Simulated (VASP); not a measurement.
The system is LiH.

```
Li H
1.0
     0.00000    2.10219    1.99847
     2.10219    0.00000    1.99847
     2.10219    2.10219    0.00000
Li H
1 1
Direct
  0.00000 0.00000 0.00000
  0.50000 0.50000 0.50000
```

This cell differs from its parent crystal: biaxial xy strain +5.2%.

Base run:

```yaml
Program: VASP 6.6.1
Functional: r2SCAN
Potentials_or_basis: VASP PAW PBE potentials, release 64 (Li_sv, H)
Cutoff: 520 eV
k_mesh: 10 × 10 × 10
Occupations: gaussian, width 0.01 eV
Spin: no spin polarisation
```

Its results: band gap on the k mesh 3.18 eV, indirect (least direct gap 3.54 eV).

Q: The run is repeated on the same cell with these changes: functional from r2SCAN to PBE; occupations from gaussian, width 0.01 eV to fermi-dirac, width 0.02 eV. What comes out?

A: Band gap on the k mesh 2.59 eV, indirect (least direct gap 2.96 eV).

A k mesh can miss the band edges.
